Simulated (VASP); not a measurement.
# TePb (Pm-3m) in VASP: a series of runs, part 3 of 3

VASP 6.6.1.

**6. Single point, r2SCAN (volume scaled by 0.840)**

Input file POSCAR:

```
TePb
1.0
    3.7662361639      0.0000000000      0.0000000000
    0.0000000000      3.7662361639      0.0000000000
    0.0000000000      0.0000000000      3.7662361639
Te Pb
1 1
Direct
    0.5000000000      0.5000000000      0.5000000000
    0.0000000000      0.0000000000      0.0000000000
```

Input file INCAR.step1:

```
SYSTEM = TePb
ALGO     = Normal         ! electronic algorithm
EDIFF    = 1E-4           ! SCF threshold, eV
ENCUT    = 520            ! plane-wave cutoff, eV
GGA      = PE             ! functional
ISMEAR   = 0              ! smearing method
LASPH    = .TRUE.         ! aspherical terms in the spheres
LCHARG   = .FALSE.        ! write CHGCAR
LREAL    = .FALSE.        ! projectors in reciprocal space
LWAVE    = .TRUE.         ! write WAVECAR
NBANDS   = 17             ! bands
NELM     = 100            ! most SCF steps
PREC     = Accurate       ! precision mode
SIGMA    = 0.05           ! smearing width, eV
```

Input file INCAR.step2:

```
SYSTEM = TePb
ALGO     = Normal         ! electronic algorithm
EDIFF    = 1E-7           ! SCF threshold, eV
ENCUT    = 520            ! plane-wave cutoff, eV
ISIF     = 2              ! what is computed and relaxed
ISMEAR   = 0              ! smearing method
ISTART   = 1            
LASPH    = .TRUE.         ! aspherical terms in the spheres
LCHARG   = .FALSE.        ! write CHGCAR
LMIXTAU  = .TRUE.       
LREAL    = .FALSE.        ! projectors in reciprocal space
LWAVE    = .FALSE.        ! write WAVECAR
METAGGA  = R2SCAN         ! meta-GGA
NBANDS   = 17             ! bands
NELM     = 100            ! most SCF steps
PREC     = Accurate       ! precision mode
SIGMA    = 0.05           ! smearing width, eV
```

Input file KPOINTS:

```
k-points
0
G
  10 10 10
  0 0 0
```

Potentials or basis: VASP PAW PBE potentials, release 64 (Te, Pb_d).

On the command line:

```sh
$ cat potpaw_PBE.64/Te/POTCAR potpaw_PBE.64/Pb_d/POTCAR > POTCAR
$ cp INCAR.step1 INCAR
$ mpirun -np 1 vasp_std > vasp.out
$ cp INCAR.step2 INCAR
$ mpirun -np 1 vasp_std > vasp.out
```

OUTCAR:

```text
SYSTEM = TePb
   EDIFF = 1E-7
   ENCUT = 520
   ISIF = 2
   ISMEAR = 0
   ISTART = 1
   LASPH = .TRUE.
   LREAL = .FALSE.
   METAGGA = R2SCAN
   NELM = 100
   PREC = Accurate

 ion  position               nearest neighbor table
   1  0.500  0.500  0.500-   2 3.26   2 3.26   2 3.26   2 3.26   2 3.26   2 3.26   2 3.26   2 3.26

   2  0.000  0.000  0.000-   1 3.26   1 3.26   1 3.26   1 3.26   1 3.26   1 3.26   1 3.26   1 3.26

  LATTYP: Found a simple cubic cell.
 ALAT       =     3.7662361639

  Lattice vectors:

 A1 = (   3.7662361639,   0.0000000000,   0.0000000000)
 A2 = (   0.0000000000,   3.7662361639,   0.0000000000)
 A3 = (   0.0000000000,   0.0000000000,   3.7662361639)

Analysis of symmetry for initial positions (statically):
=====================================================================
 Subroutine PRICEL returns:
 Original cell was already a primitive cell.

 Routine SETGRP: Setting up the symmetry group for a
 simple cubic supercell.

 Subroutine GETGRP returns: Found 48 space group operations
 (whereof 48 operations were pure point group operations)
 out of a pool of 48 trial point group operations.

The static configuration has the point symmetry O_h .
[... 160 lines left out ...]

 E-fermi :   8.4454     XC(G=0): -11.1307

 val. band max:        8.4334722502   @ k =   0.4000   0.3000   0.0000
 cond. band min:       8.4548430507   @ k =   0.5000   0.2000   0.0000
 fundamental gap:      0.0213708005
 Fermi energy:         8.4453917414

 k-point     1 :       0.0000    0.0000    0.0000
  band No.  band energies     occupation
      1      -9.2844      2.00000
      2      -9.2844      2.00000
      3      -9.1357      2.00000
      4      -9.1357      2.00000
      5      -9.1357      2.00000
      6      -5.4768      2.00000
[... 457 lines left out ...]
      4      -9.1775      2.00000
      5      -9.1428      2.00000
      6      -4.3513      2.00000
[... 9 lines left out ...]
     16      18.4976      0.00000
     17      18.5380      0.00000

 [... further k-points ...]

------------------------ aborting loop because EDIFF is reached ----------------------------------------

  FORCE on cell =-STRESS in cart. coord.  units (eV):
  Direction    XX          YY          ZZ          XY          YZ          ZX
  --------------------------------------------------------------------------------------
  -------------------------------------------------------------------------------------
  Total        3.5225170      3.5225170      3.5225170     -0.0000000     -0.0000000     -0.0000000
  in kB      105.6430752    105.6430752    105.6430752     -0.0000000     -0.0000000     -0.0000000
  external PRESSURE =     105.6430752 kB  Pullay stress =       0.0000000 kB

 VOLUME and BASIS-vectors are now :
 -----------------------------------------------------------------------------
  energy-cutoff  :      520.00
  volume of cell :       53.42
      direct lattice vectors                 reciprocal lattice vectors
     3.766236164  0.000000000  0.000000000     0.265517072  0.000000000  0.000000000
     0.000000000  3.766236164  0.000000000     0.000000000  0.265517072  0.000000000
     0.000000000  0.000000000  3.766236164     0.000000000  0.000000000  0.265517072

 POSITION                                       TOTAL-FORCE (eV/Angst)
 -----------------------------------------------------------------------------------
      1.88312      1.88312      1.88312         0.000000      0.000000      0.000000
      0.00000      0.00000      0.00000         0.000000      0.000000      0.000000
 -----------------------------------------------------------------------------------
    total drift:                               -0.000000      0.000000     -0.000000

  FREE ENERGIE OF THE ION-ELECTRON SYSTEM (eV)
  ---------------------------------------------------
  free  energy   TOTEN  =       -81.8645440629 eV

  energy  without entropy=      -81.8627205426  energy(sigma->0) =      -81.86363230
```

OUTCAR.step1:

```text
SYSTEM = TePb
   EDIFF = 1E-4
   ENCUT = 520
   GGA = PE
   ISMEAR = 0
   LASPH = .TRUE.
   LREAL = .FALSE.
[... 701 lines left out ...]
      1.88312      1.88312      1.88312         0.000000      0.000000      0.000000
      0.00000      0.00000      0.00000         0.000000      0.000000      0.000000
 -----------------------------------------------------------------------------------
    total drift:                               -0.000000      0.000000     -0.000000

  FREE ENERGIE OF THE ION-ELECTRON SYSTEM (eV)
  ---------------------------------------------------
  free  energy   TOTEN  =        -6.7810663579 eV

  energy  without entropy=       -6.7793568486  energy(sigma->0) =       -6.78021160
```

It took 68 s on 1 thread of Intel Xeon 6975P-C (Granite Rapids), shared host; peak memory 0.2 GiB.

What came out:

* Free energy: -81.8645 eV
* Pressure: 10.6 GPa
* Band gap on the k mesh: zero (band 10 reaches 8.77 eV, above the bottom of band 11 at 7.03 eV)

Caveat: the PAW data sets were made with another functional, which shifts forces and pressure a little; spin-orbit coupling is left out, which moves the levels of the heavy elements.

**7. The runs side by side**

| cell | k mesh | gap on the mesh (eV) | pressure (GPa) |
| --- | --- | --- | --- |
| a = 3.992 Å, 2 atoms | 8 × 8 × 8 | none | 0.0 |
| a = 3.997 Å, 2 atoms | 8 × 8 × 8 | none | -0.2 |
| a = 4.044 Å, 2 atoms | 8 × 8 × 8 | none | -1.6 |
| a = 3.705 Å, 2 atoms | 10 × 10 × 10 | none | 15.4 |
| a = 3.766 Å, 2 atoms | 10 × 10 × 10 | none | 10.6 |

Alike in all rows: task single point; level r2SCAN; potentials or basis VASP PAW PBE potentials, release 64 (Te, Pb_d); no spin polarisation; cutoff (eV) 520; smearing gaussian 0.05 eV.

Caveats: the PAW data sets were made with another functional, which shifts forces and pressure a little; spin-orbit coupling is left out, which moves the levels of the heavy elements.

Absolute energies hang on the potentials; compare differences alone.
